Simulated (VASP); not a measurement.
# GaCo (Pm-3m) in VASP: single point with LDA

Aim: the single point of GaCo with LDA.

Program: VASP 6.6.1. These are calculated values, not measurements. Logs are shortened: lines on timing, memory, paths and dates and some standing lists are left out, and cuts for length are marked.

## Step 1: The cell of the first run

Symmetry: Pm-3m, No. 221, cubic system. The conventional cell has a = 3.100 Å, b = 3.100 Å, c = 3.100 Å, α = 90.00°, β = 90.00°, γ = 90.00°. Ga (site symmetry m-3m) has 8 Co at 2.68 Å and 6 Ga at 3.10 Å within 3.5 Å. Within 3.5 Å of Co (site symmetry m-3m) lie 8 Ga at 2.68 Å and 6 Co at 3.10 Å.

## Step 2: Single point, LDA, collinear spin, ferromagnetic start (14.90 Å³/atom)

The input, INCAR:

```
SYSTEM = GaCo
  PREC = Accurate
  ENCUT = 600
  EDIFF = 1E-6
  ISMEAR = -1
  SIGMA = 0.08
  LREAL = .False.
  LASPH = .True.
  NELM = 200
  ALGO = Normal
  ISIF = 2
  LWAVE = .False.
  LCHARG = .False.
  ISPIN = 2
  MAGMOM = 0 2
  LORBIT = 11
  LMAXMIX = 4
  NBANDS = 26
  GGA_COMPAT = .False.
```

The input, KPOINTS:

```
regular mesh
0
Gamma
  11 11 11
  0 0 0
```

The input, POSCAR:

```
GaCo
1.0
    3.1002315190      0.0000000000      0.0000000000
    0.0000000000      3.1002315190      0.0000000000
    0.0000000000      0.0000000000      3.1002315190
Ga Co
1 1
Direct
    0.5000000000      0.5000000000      0.5000000000
    0.0000000000      0.0000000000      0.0000000000
```

Potentials or basis: VASP PAW LDA potentials, release 64 (Ga_d, Co_sv).

On the command line:

```
$ cat potpaw_LDA.64/Ga_d/POTCAR potpaw_LDA.64/Co_sv/POTCAR > POTCAR
$ mpirun -np 1 vasp_std > vasp.out
```

OUTCAR:

```text
SYSTEM = GaCo
   PREC = Accurate
   ENCUT = 600
   EDIFF = 1E-6
   ISMEAR = -1
   LREAL = .False.
   LASPH = .True.
   NELM = 200
   ISIF = 2
   ISPIN = 2
   LORBIT = 11

 ion  position               nearest neighbor table
   1  0.500  0.500  0.500-   2 2.68   2 2.68   2 2.68   2 2.68   2 2.68   2 2.68   2 2.68   2 2.68

   2  0.000  0.000  0.000-   1 2.68   1 2.68   1 2.68   1 2.68   1 2.68   1 2.68   1 2.68   1 2.68

  LATTYP: Found a simple cubic cell.
 ALAT       =     3.1002315190

  Lattice vectors:

 A1 = (   3.1002315190,   0.0000000000,   0.0000000000)
 A2 = (   0.0000000000,   3.1002315190,   0.0000000000)
 A3 = (   0.0000000000,   0.0000000000,   3.1002315190)

Analysis of symmetry for initial positions (statically):
=====================================================================
 Subroutine PRICEL returns:
 Original cell was already a primitive cell.

 Routine SETGRP: Setting up the symmetry group for a
 simple cubic supercell.

 Subroutine GETGRP returns: Found 48 space group operations
 (whereof 48 operations were pure point group operations)
 out of a pool of 48 trial point group operations.

The static configuration has the point symmetry O_h .

Analysis of symmetry for dynamics (positions and initial velocities):
=====================================================================
 Subroutine PRICEL returns:
 Original cell was already a primitive cell.

 Routine SETGRP: Setting up the symmetry group for a
 simple cubic supercell.

 Subroutine GETGRP returns: Found 48 space group operations
 (whereof 48 operations were pure point group operations)
 out of a pool of 48 trial point group operations.

The dynamic configuration has the point symmetry O_h .

Analysis of structural, dynamic, and magnetic symmetry:
=====================================================================
 Subroutine PRICEL returns:
 Original cell was already a primitive cell.

 Routine SETGRP: Setting up the symmetry group for a
 simple cubic supercell.

 Subroutine GETGRP returns: Found 48 space group operations
 (whereof 48 operations were pure point group operations)
 out of a pool of 48 trial point group operations.

The overall configuration has the point symmetry O_h .

 Subroutine INISYM returns: Found 48 space group operations
 (whereof 48 operations are pure point group operations),
 and found     1 'primitive' translations

----------------------------------------------------------------------------------------

                                     Primitive cell

  volume of cell :      29.7977

  direct lattice vectors                    reciprocal lattice vectors
     3.100231519  0.000000000  0.000000000     0.322556555  0.000000000  0.000000000
     0.000000000  3.100231519  0.000000000     0.000000000  0.322556555  0.000000000
     0.000000000  0.000000000  3.100231519     0.000000000  0.000000000  0.322556555

  length of vectors
     3.100231519  3.100231519  3.100231519     0.322556555  0.322556555  0.322556555

  position of ions in fractional coordinates (direct lattice)
     0.500000000  0.500000000  0.500000000
     0.000000000  0.000000000  0.000000000

  ion indices of the primitive-cell ions
   primitive index   ion index
                 1           1
                 2           2

----------------------------------------------------------------------------------------

 KPOINTS: regular mesh

Automatic generation of k-mesh.
 Grid dimensions read from file:
 generate k-points for:   11   11   11

 Generating k-lattice:

  Cartesian coordinates                     Fractional coordinates (reciprocal lattice)
     0.029323323  0.000000000  0.000000000     0.090909091  0.000000000  0.000000000
     0.000000000  0.029323323  0.000000000     0.000000000  0.090909091  0.000000000
     0.000000000  0.000000000  0.029323323     0.000000000  0.000000000  0.090909091

  Length of vectors
     0.029323323  0.029323323  0.029323323

  Shift w.r.t. Gamma in fractional coordinates (k-lattice)
     0.000000000  0.000000000  0.000000000

 Subroutine IBZKPT returns following result:
 ===========================================

 Found     56 irreducible k-points:

 Following reciprocal coordinates:
            Coordinates               Weight
  0.000000  0.000000  0.000000      1.000000
  0.090909  0.000000  0.000000      6.000000
  0.181818  0.000000  0.000000      6.000000
  0.272727  0.000000  0.000000      6.000000
  0.363636  0.000000  0.000000      6.000000
  0.454545  0.000000  0.000000      6.000000
[... 16 lines left out ...]
  0.181818  0.090909  0.090909     24.000000
  0.272727  0.090909  0.090909     24.000000
 [... further k-points ...]
   k-points           NKPTS =     56   k-points in BZ     NKDIM =     56   number of bands    NBANDS=     26
   number of dos      NEDOS =    301   number of ions     NIONS =      2
   total plane-waves  NPLWV =  21952
   dimension x,y,z NGX =    28 NGY =   28 NGZ =   28
   dimension x,y,z NGXF=    56 NGYF=   56 NGZF=   56
   ions per type =               1   1
   NGX,Y,Z   is equivalent  to a cutoff of  15.01, 15.01, 15.01 a.u.
   NGXF,Y,Z  is equivalent  to a cutoff of  30.03, 30.03, 30.03 a.u.
 SYSTEM =  GaCo
   PREC   = accura    normal or accurate (medium, high low for compatibility)
   ISTART =      0    job   : 0-new  1-cont  2-samecut
   ICHARG =      2    charge: 1-file 2-atom 10-const
   ISPIN  =      2    spin polarized calculation?
   LNONCOLLINEAR =      F non collinear calculations
   LSORBIT =      F    spin-orbit coupling
   LASPH  =      T    aspherical Exc in radial PAW
   ENCUT  =  600.0 eV  44.10 Ry    6.64 a.u.   6.19  6.19  6.19*2*pi/ulx,y,z
   NELM   =    200;   NELMIN=  2; NELMDL= -5     # of ELM steps
   EDIFF  = 0.1E-05   stopping-criterion for ELM
   LREAL  =      F    real-space projection
   EDIFFG = 0.1E-04   stopping-criterion for IOM
   NSW    =      0    number of steps for IOM
   IBRION =     -1    ionic relax: 0-MD 1-quasi-New 2-CG
   NFREE  =      0    steps in history (QN), initial steepest desc. (CG)
   ISIF   =      2    stress and relaxation
   ISYM   =      2    0-nonsym 1-usesym 2-fastsym
   POTIM  = 0.5000    time-step for ionic-motion
   TEBEG  =    0.0;   TEEND  =   0.0 temperature during run
   PSTRESS=    0.0 pullay stress
   NELECT =      30.0000    total number of electrons
   NUPDOWN=      -1.0000    fix difference up-down
   EMIN   =  10.00;   EMAX   =-10.00  energy-range for DOS
   EFERMI =   0.00;   METHOD = LEGACY
   ISMEAR =    -1;   SIGMA  =   0.08  broadening in eV -4-tet -1-fermi 0-gaus
   EFERMI_NEDOS =   21; number of points for ismear=-14 and -15
   IALGO  =     38    algorithm
   IMIX   =      4    mixing-type and parameters
     AMIX     =   0.40;   BMIX     =  1.00
     AMIX_MAG =   1.60;   BMIX_MAG =  1.00
  volume/ion in A,a.u.               =      14.90       100.54
  Fermi-wavevector in a.u.,A,eV,Ry     =   1.640795  3.100654 36.629739  2.692210
  Thomas-Fermi vector in A             =   2.731374
   LORBIT       =     11    0 simple, 1 ext, 2 COOP (PROOUT), +10 PAW based schemes
   GGA     = CA    functional components
   LHFCALC =     F    Hartree Fock is set to
   AEXX    =    0.0000 exact exchange contribution
   IVDW    =     0    specifies the selected vdW correction
   LEPSILON=     F    determine dielectric tensor
   LRPA    =     F    only Hartree local field effects (RPA)
 spin polarized calculation
  energy-cutoff  :      600.00
  volume of cell :       29.80
 maximum number of plane-waves:      1021
 NGX is ok and might be reduce to    28
   NGX = 13   NGY = 13   NGZ = 13

 number of electron      29.9999968 magnetization       0.0156116

 Free energy of the ion-electron system (eV)
  ---------------------------------------------------
  ext. energy  EPLUGINS =         0.00000000
  ---------------------------------------------------
  free energy    TOTEN  =       -11.58621549 eV

  energy without entropy =      -11.54886709  energy(sigma->0) =      -11.56754129

 E-fermi :   7.3004     XC(G=0): -12.4918

 val. band max:        7.2989343533   @ k =   0.4545   0.3636   0.0000
 cond. band min:       7.3009354484   @ k =   0.4545   0.3636   0.2727
 fundamental gap:      0.0020010951
 Fermi energy:         7.3004146809

 spin component 1

 k-point     1 :       0.0000    0.0000    0.0000
  band No.  band energies     occupation
      1     -86.0177      1.00000
      2     -49.8800      1.00000
      3     -49.8800      1.00000
      4     -49.8800      1.00000
      5      -7.5539      1.00000
      6      -7.5539      1.00000
[... 18 lines left out ...]
     25      28.3959      0.00000
     26      28.3959      0.00000

 k-point     2 :       0.0909    0.0000    0.0000
  band No.  band energies     occupation
      1     -86.0176      1.00000
      2     -49.8803      1.00000
      3     -49.8792      1.00000
      4     -49.8792      1.00000
      5      -7.5521      1.00000
      6      -7.5415      1.00000
[... 18 lines left out ...]
     25      27.0951      0.00000
     26      28.4089      0.00000

 k-point     3 :       0.1818    0.0000    0.0000
  band No.  band energies     occupation
      1     -86.0174      1.00000
      2     -49.8835      1.00000
      3     -49.8787      1.00000
      4     -49.8787      1.00000
      5      -7.5473      1.00000
      6      -7.5086      1.00000
[... 572 lines left out ...]
 k-point    23 :       0.1818    0.0909    0.0909
  band No.  band energies     occupation
      1     -86.0173      1.00000
      2     -49.8834      1.00000
      3     -49.8799      1.00000
      4     -49.8798      1.00000
      5      -7.5281      1.00000
      6      -7.4990      1.00000
[... 18 lines left out ...]
     25      27.5025      0.00000
     26      28.0348      0.00000

 k-point    24 :       0.2727    0.0909    0.0909
  band No.  band energies     occupation
      1     -86.0171      1.00000
      2     -49.8878      1.00000
      3     -49.8794      1.00000
      4     -49.8794      1.00000
      5      -7.5224      1.00000
      6      -7.4560      1.00000
[... 18 lines left out ...]
     25      25.7511      0.00000
     26      27.2562      0.00000

 [... further k-points ...]

 spin component 2

 k-point     1 :       0.0000    0.0000    0.0000
  band No.  band energies     occupation
      1     -85.9985      1.00000
      2     -49.8613      1.00000
      3     -49.8613      1.00000
      4     -49.8613      1.00000
      5      -7.5541      1.00000
      6      -7.5541      1.00000
[... 18 lines left out ...]
     25      28.3949      0.00000
     26      28.3949      0.00000

 k-point     2 :       0.0909    0.0000    0.0000
  band No.  band energies     occupation
      1     -85.9984      1.00000
      2     -49.8616      1.00000
      3     -49.8606      1.00000
      4     -49.8606      1.00000
      5      -7.5523      1.00000
      6      -7.5417      1.00000
[... 18 lines left out ...]
     25      27.0951      0.00000
     26      28.4089      0.00000

 k-point     3 :       0.1818    0.0000    0.0000
  band No.  band energies     occupation
      1     -85.9982      1.00000
      2     -49.8648      1.00000
      3     -49.8601      1.00000
      4     -49.8601      1.00000
      5      -7.5475      1.00000
      6      -7.5088      1.00000
[... 572 lines left out ...]
 k-point    23 :       0.1818    0.0909    0.0909
  band No.  band energies     occupation
      1     -85.9981      1.00000
      2     -49.8648      1.00000
      3     -49.8613      1.00000
      4     -49.8612      1.00000
      5      -7.5284      1.00000
      6      -7.4993      1.00000
[... 18 lines left out ...]
     25      27.5031      0.00000
     26      28.0359      0.00000

 k-point    24 :       0.2727    0.0909    0.0909
  band No.  band energies     occupation
      1     -85.9978      1.00000
      2     -49.8692      1.00000
      3     -49.8608      1.00000
      4     -49.8607      1.00000
      5      -7.5226      1.00000
      6      -7.4562      1.00000
[... 18 lines left out ...]
     25      25.7524      0.00000
     26      27.2572      0.00000

 [... further k-points ...]

------------------------ aborting loop because EDIFF is reached ----------------------------------------

  FORCE on cell =-STRESS in cart. coord.  units (eV):
  Direction    XX          YY          ZZ          XY          YZ          ZX
  --------------------------------------------------------------------------------------
  -------------------------------------------------------------------------------------
  Total       -6.0380814     -6.0380814     -6.0380814      0.0000000     -0.0000000      0.0000000
  in kB     -324.6587896   -324.6587896   -324.6587896      0.0000000     -0.0000000      0.0000000
  external PRESSURE =    -324.6587896 kB  Pullay stress =       0.0000000 kB

 VOLUME and BASIS-vectors are now :
 -----------------------------------------------------------------------------
  energy-cutoff  :      600.00
  volume of cell :       29.80
      direct lattice vectors                 reciprocal lattice vectors
     3.100231519  0.000000000  0.000000000     0.322556555  0.000000000  0.000000000
     0.000000000  3.100231519  0.000000000     0.000000000  0.322556555  0.000000000
     0.000000000  0.000000000  3.100231519     0.000000000  0.000000000  0.322556555

 POSITION                                       TOTAL-FORCE (eV/Angst)
 -----------------------------------------------------------------------------------
      1.55012      1.55012      1.55012         0.000000      0.000000      0.000000
      0.00000      0.00000      0.00000         0.000000      0.000000      0.000000
 -----------------------------------------------------------------------------------
    total drift:                               -0.000000      0.000000      0.000000

  FREE ENERGIE OF THE ION-ELECTRON SYSTEM (eV)
  ---------------------------------------------------
  free  energy   TOTEN  =       -11.5862154870 eV

  energy  without entropy=      -11.5488670934  energy(sigma->0) =      -11.56754129

 total charge

# of ion       s       p       d       tot
------------------------------------------
    1        0.864   0.692   9.988  11.545
    2        2.163   6.044   6.851  15.057
--------------------------------------------------
tot          3.027   6.736  16.839  26.602

 magnetization (x)

# of ion       s       p       d       tot
------------------------------------------
    1       -0.000  -0.001  -0.000  -0.001
    2        0.000  -0.000   0.017   0.017
--------------------------------------------------
tot         -0.000  -0.001   0.017   0.016
```

It took 2.2 min on 1 thread of Intel Xeon Platinum 8259CL at 2.50GHz (Skylake/Cascade Lake), shared host; peak memory 0.21 GiB.

What came out:

- Free energy: -11.5862 eV
- Pressure: -32.5 GPa
- Band gap on the k mesh: zero (filled and empty bands overlap)
- Net moment: 0.02 μB per cell
- Valence electrons inside the program's atomic spheres: Ga 11.54; Co 15.06

Levels at points of the mesh, in eV from the Fermi level:
Spin up:
```tsv
k point	band 12	band 13	band 14	band 15	band 16	band 17	band 18	band 19
(0.00, 0.00, 0.00)	-1.80	-0.47	-0.47	-0.47	4.51	4.51	4.51	8.93
```
Spin down:
| k point | band 12 | band 13 | band 14 | band 15 | band 16 | band 17 | band 18 | band 19 |
| --- | --- | --- | --- | --- | --- | --- | --- | --- |
| (0.00, 0.00, 0.00) | -1.78 | -0.46 | -0.46 | -0.46 | 4.51 | 4.51 | 4.51 | 8.93 |

Caveat: the cell stands under tension.
